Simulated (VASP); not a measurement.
# Tl2Sn in VASP: further runs

Runs on Tl2Sn. Level: r2SCAN. Tasks: single point.

All numbers are computed with VASP 6.6.1; they aren't measurements. Logs are shortened: lines on timing, memory, paths and dates and some standing lists are left out, and cuts for length are marked.

### 1 The cell of the first run

The typed cell holds 6 atoms: a = 5.359 Å, b = 5.359 Å, c = 6.565 Å, α = 90.00°, β = 90.00°, γ = 120.00°.

### 2 Single point, r2SCAN

File POSCAR:

```
Tl2Sn
1.0
    5.3590160000      0.0000000000      0.0000000000
   -2.6795080000      4.6410480000      0.0000000000
    0.0000000000      0.0000000000      6.5648810000
Tl Sn
4 2
Direct
    0.3333000000      0.6667000000      0.7500000000
    0.6666000000      0.3333000000      0.2500000000
    0.0000000000      0.0000000000      0.0000000000
    0.0000000000      0.0000000000      0.5000000000
    0.3333000000      0.6667000000      0.2500000000
    0.6666000000      0.3333000000      0.7500000000
```

File INCAR.step1:

```
SYSTEM = Tl2Sn
PREC = Accurate
ENCUT = 520
ISMEAR = 1
SIGMA = 0.0259
LREAL = .False.
LASPH = .True.
NELM = 80
NBANDS = 49
GGA = PE
ALGO = Normal
EDIFF = 1E-4
LWAVE = .True.
LCHARG = .False.
```

File INCAR.step2:

```
SYSTEM = Tl2Sn
PREC = Accurate
ENCUT = 520
EDIFF = 1E-6
ISMEAR = 1
SIGMA = 0.0259
LREAL = .False.
LASPH = .True.
NELM = 80
ALGO = Normal
ISIF = 2
LWAVE = .False.
LCHARG = .True.
METAGGA = R2SCAN
LMIXTAU = .True.
LELF = .True.
LVHAR = .True.
NBANDS = 49
ISTART = 1
```

File KPOINTS:

```
Automatic mesh
0
Gamma
  4 4 3
  0 0 0
```

Potentials or basis: VASP PAW PBE potentials, release 64 (Tl_d, Sn_d).

Run with:

```
$ cat potpaw_PBE.64/Tl_d/POTCAR potpaw_PBE.64/Sn_d/POTCAR > POTCAR
$ cp INCAR.step1 INCAR
$ mpirun -np 1 vasp_std > vasp.out
$ cp INCAR.step2 INCAR
$ mpirun -np 1 vasp_std > vasp.out
```

OUTCAR:

```text
SYSTEM = Tl2Sn
   PREC = Accurate
   ENCUT = 520
   EDIFF = 1E-6
   ISMEAR = 1
   LREAL = .False.
   LASPH = .True.
   NELM = 80
   ISIF = 2
   METAGGA = R2SCAN
   ISTART = 1

 ion  position               nearest neighbor table
   1  0.333  0.667  0.750-   6 3.09   6 3.09   6 3.09   5 3.28   5 3.28   3 3.50   4 3.50   4 3.50
                             3 3.50   4 3.50   3 3.50
   2  0.667  0.333  0.250-   5 3.09   5 3.09   5 3.09   6 3.28   6 3.28   3 3.50   4 3.50   3 3.50
                             4 3.50   3 3.50   4 3.50
   3  0.000  0.000  0.000-   4 3.28   4 3.28   1 3.50   2 3.50   5 3.50   6 3.50   6 3.50   2 3.50
                             1 3.50   5 3.50   2 3.50   6 3.50   1 3.50   5 3.50
   4  0.000  0.000  0.500-   3 3.28   3 3.28   1 3.50   2 3.50   5 3.50   6 3.50   6 3.50   2 3.50
                             1 3.50   5 3.50   2 3.50   6 3.50   1 3.50   5 3.50
   5  0.333  0.667  0.250-   2 3.09   2 3.09   2 3.09   1 3.28   1 3.28   3 3.50   4 3.50   4 3.50
                             3 3.50   4 3.50   3 3.50
   6  0.667  0.333  0.750-   1 3.09   1 3.09   1 3.09   2 3.28   2 3.28   3 3.50   4 3.50   3 3.50
                             4 3.50   3 3.50   4 3.50

  LATTYP: Found a hexagonal cell.
 ALAT       =     5.3590160000
 C/A-ratio  =     1.2250161224

  Lattice vectors:

 A1 = (   5.3590160000,   0.0000000000,   0.0000000000)
 A2 = (  -2.6795080000,   4.6410480000,   0.0000000000)
 A3 = (   0.0000000000,   0.0000000000,   6.5648810000)

Analysis of symmetry for initial positions (statically):
=====================================================================
 Subroutine PRICEL returns:
 Original cell was already a primitive cell.

 Routine SETGRP: Setting up the symmetry group for a
 hexagonal supercell.

 Subroutine GETGRP returns: Found  4 space group operations
 (whereof  2 operations were pure point group operations)
 out of a pool of 24 trial point group operations.

The static configuration has the point symmetry C_2 .
 The point group associated with its full space group is C_2v.

Analysis of symmetry for dynamics (positions and initial velocities):
=====================================================================
 Subroutine PRICEL returns:
 Original cell was already a primitive cell.

 Routine SETGRP: Setting up the symmetry group for a
 hexagonal supercell.

 Subroutine GETGRP returns: Found  4 space group operations
 (whereof  2 operations were pure point group operations)
 out of a pool of 24 trial point group operations.

The dynamic configuration has the point symmetry C_2 .
[... 102 lines left out ...]
   NFREE  =      0    steps in history (QN), initial steepest desc. (CG)
   ISIF   =      2    stress and relaxation
   ISYM   =      2    0-nonsym 1-usesym 2-fastsym
   POTIM  = 0.5000    time-step for ionic-motion
   TEBEG  =    0.0;   TEEND  =   0.0 temperature during run
   PSTRESS=    0.0 pullay stress
   NELECT =      80.0000    total number of electrons
   NUPDOWN=      -1.0000    fix difference up-down
   EMIN   =  10.00;   EMAX   =-10.00  energy-range for DOS
   EFERMI =   0.00;   METHOD = LEGACY
   ISMEAR =     1;   SIGMA  =   0.03  broadening in eV -4-tet -1-fermi 0-gaus
   EFERMI_NEDOS =   21; number of points for ismear=-14 and -15
   IALGO  =     38    algorithm
   IMIX   =      4    mixing-type and parameters
     AMIX     =   0.40;   BMIX     =  1.00
     AMIX_MAG =   1.60;   BMIX_MAG =  1.00
  volume/ion in A,a.u.               =      27.21       183.64
  Fermi-wavevector in a.u.,A,eV,Ry     =   1.290611  2.438902 22.662923  1.665678
  Thomas-Fermi vector in A             =   2.422432
   LORBIT       =      0    0 simple, 1 ext, 2 COOP (PROOUT), +10 PAW based schemes
   METAGGA = R2SCAN    functional components
   LHFCALC =     F    Hartree Fock is set to
   AEXX    =    0.0000 exact exchange contribution
   IVDW    =     0    specifies the selected vdW correction
   LEPSILON=     F    determine dielectric tensor
   LRPA    =     F    only Hartree local field effects (RPA)
 non-spin polarized calculation
 Methfessel and Paxton  Order N= 1 SIGMA  =   0.03
  energy-cutoff  :      520.00
  volume of cell :      163.28
 maximum number of plane-waves:      4424
 NGX is ok and might be reduce to    40
   NGX = 19   NGY = 19   NGZ = 25

 number of electron      80.0000001 magnetization

 Free energy of the ion-electron system (eV)
  ---------------------------------------------------
  ext. energy  EPLUGINS =         0.00000000
  ---------------------------------------------------
  free energy    TOTEN  =      -261.31403428 eV

  energy without entropy =     -261.31493147  energy(sigma->0) =     -261.31433334

 E-fermi :   7.0210     XC(G=0): -11.1337

 val. band max:        6.9975325660   @ k =   0.2500   0.2500   0.3333
 cond. band min:       7.0472587314   @ k =   0.0000   0.2500   0.0000
 fundamental gap:      0.0497261654
 Fermi energy:         7.0209780865

 k-point     1 :       0.0000    0.0000    0.0000
  band No.  band energies     occupation
      1     -14.7983      2.00000
      2     -14.7949      2.00000
      3     -14.7716      2.00000
      4     -14.7716      2.00000
      5     -14.7621      2.00000
      6     -14.7620      2.00000
[... 717 lines left out ...]
     48      12.7584      0.00000
     49      12.9781      0.00000

------------------------ aborting loop because EDIFF is reached ----------------------------------------

  FORCE on cell =-STRESS in cart. coord.  units (eV):
  Direction    XX          YY          ZZ          XY          YZ          ZX
  --------------------------------------------------------------------------------------
  -------------------------------------------------------------------------------------
  Total        5.5725870      5.5705772      1.6492282      0.0000000      0.0000000      0.0000000
  in kB       54.6813804     54.6616587     16.1831617      0.0000000      0.0000000      0.0000000
  external PRESSURE =      41.8420669 kB  Pullay stress =       0.0000000 kB

 VOLUME and BASIS-vectors are now :
 -----------------------------------------------------------------------------
  energy-cutoff  :      520.00
  volume of cell :      163.28
      direct lattice vectors                 reciprocal lattice vectors
     5.359016000  0.000000000  0.000000000     0.186601421  0.107734288  0.000000000
    -2.679508000  4.641048000  0.000000000     0.000000000  0.215468575  0.000000000
     0.000000000  0.000000000  6.564881000     0.000000000  0.000000000  0.152325686

 POSITION                                       TOTAL-FORCE (eV/Angst)
 -----------------------------------------------------------------------------------
     -0.00027      3.09419      4.92366         0.000454     -0.000506     -0.000000
      2.67924      1.54686      1.64122         0.000454      0.000506      0.000000
      0.00000      0.00000      0.00000        -0.000385      0.000000     -0.000000
      0.00000      0.00000      3.28244        -0.000385      0.000000     -0.000000
     -0.00027      3.09419      1.64122        -0.000069     -0.000521     -0.000000
      2.67924      1.54686      4.92366        -0.000069      0.000521      0.000000
 -----------------------------------------------------------------------------------
    total drift:                                0.000018      0.000000      0.000000

  FREE ENERGIE OF THE ION-ELECTRON SYSTEM (eV)
  ---------------------------------------------------
  free  energy   TOTEN  =      -261.3140342826 eV

  energy  without entropy=     -261.3149314654  energy(sigma->0) =     -261.31433334
```

OSZICAR.step1:

```text
N       E                     dE             d eps       ncg     rms          rms(c)
DAV:   1     0.784751196105E+03    0.78475E+03   -0.39003E+04  1493   0.204E+03
DAV:   2     0.824875264810E+02   -0.70226E+03   -0.67735E+03  1372   0.598E+02
DAV:   3    -0.118609124389E+02   -0.94348E+02   -0.91622E+02  1519   0.169E+02
DAV:   4    -0.159543065399E+02   -0.40934E+01   -0.40514E+01  1565   0.359E+01
DAV:   5    -0.160697588346E+02   -0.11545E+00   -0.11539E+00  1838   0.668E+00    0.642E+00
DAV:   6    -0.159239653322E+02    0.14579E+00   -0.30596E-01  1570   0.325E+00    0.433E+00
DAV:   7    -0.158973383360E+02    0.26627E-01   -0.16237E-01  1528   0.252E+00    0.107E+00
DAV:   8    -0.158942288281E+02    0.31095E-02   -0.23230E-02  1509   0.886E-01    0.944E-02
DAV:   9    -0.158942877150E+02   -0.58887E-04   -0.82182E-04  1408   0.143E-01
   1 F= -.15894288E+02 E0= -.15894363E+02  d E =0.225135E-03
```

It took 6.5 min on 1 thread of Intel Xeon Platinum 8175M at 2.50GHz (Skylake/Cascade Lake), shared host; peak memory 0.34 GiB.

What came out:

```yaml
Free_energy: -261.3140 eV
Pressure: 4.2 GPa
Band_gap_on_the_k_mesh: zero (band 40 reaches 7.25 eV, above the bottom of band 41 at 6.67 eV)
```

Caveat: the PAW data sets were made with another functional, which shifts forces and pressure a little; spin-orbit coupling is left out, which moves the levels of the heavy elements.

### 3 Single point, r2SCAN

POSCAR is that of step 2.

File INCAR.step1:

```
  PREC = Accurate
  ENCUT = 520
  ISMEAR = 1
  SIGMA = 0.0259
  LREAL = False
  LASPH = True
  NELM = 100
  NBANDS = 49
  GGA = PE
  ALGO = Normal
  EDIFF = 1E-4
  LWAVE = True
  LCHARG = False
```

File INCAR.step2:

```
  PREC = Accurate
  ENCUT = 520
  EDIFF = 1E-6
  ISMEAR = 1
  SIGMA = 0.0259
  LREAL = False
  LASPH = True
  NELM = 100
  ALGO = Normal
  ISIF = 2
  LWAVE = False
  LCHARG = False
  METAGGA = R2SCAN
  LMIXTAU = True
  NBANDS = 49
  ISTART = 1
```

File KPOINTS:

```
regular mesh
0
Gamma
  4 4 3
```

Potentials or basis: VASP PAW PBE potentials, release 64 (Tl_d, Sn_d).

Run with:

```
$ cat potpaw_PBE.64/Tl_d/POTCAR potpaw_PBE.64/Sn_d/POTCAR > POTCAR
$ cp INCAR.step1 INCAR
$ mpirun -np 1 vasp_std > vasp.out
$ cp INCAR.step2 INCAR
$ mpirun -np 1 vasp_std > vasp.out
```

Run time: 5.5 min. Hardware: 1 thread of Intel Xeon Platinum 8175M at 2.50GHz (Skylake/Cascade Lake), shared host; peak memory 0.34 GiB.

It converged, with:

```
Free energy            : -261.3140 eV
Pressure               : 4.2 GPa
Band gap on the k mesh : zero (band 40 reaches 7.25 eV, above the bottom of band 41 at 6.67 eV)
```

Stress tensor (GPa, compression positive):
```
5.47 0.00 0.00
0.00 5.47 0.00
0.00 0.00 1.62
```

Levels at points of the mesh, in eV from the Fermi level:
```tsv
k point	band 36	band 37	band 38	band 39	band 40	band 41	band 42	band 43	band 44	band 45
(0.00, 0.00, 0.00)	-1.56	-1.18	-1.18	-0.62	-0.62	-0.05	0.64	0.76	0.76	1.23
(0.50, 0.00, 0.00)	-4.47	-3.30	-2.91	-0.74	-0.42	-0.18	2.50	2.66	3.35	5.17
(0.00, 0.50, 0.00)	-4.47	-3.30	-2.91	-0.74	-0.42	-0.18	2.50	2.66	3.35	5.17
```

Caveat: the PAW data sets were made with another functional, which shifts forces and pressure a little; spin-orbit coupling is left out, which moves the levels of the heavy elements.
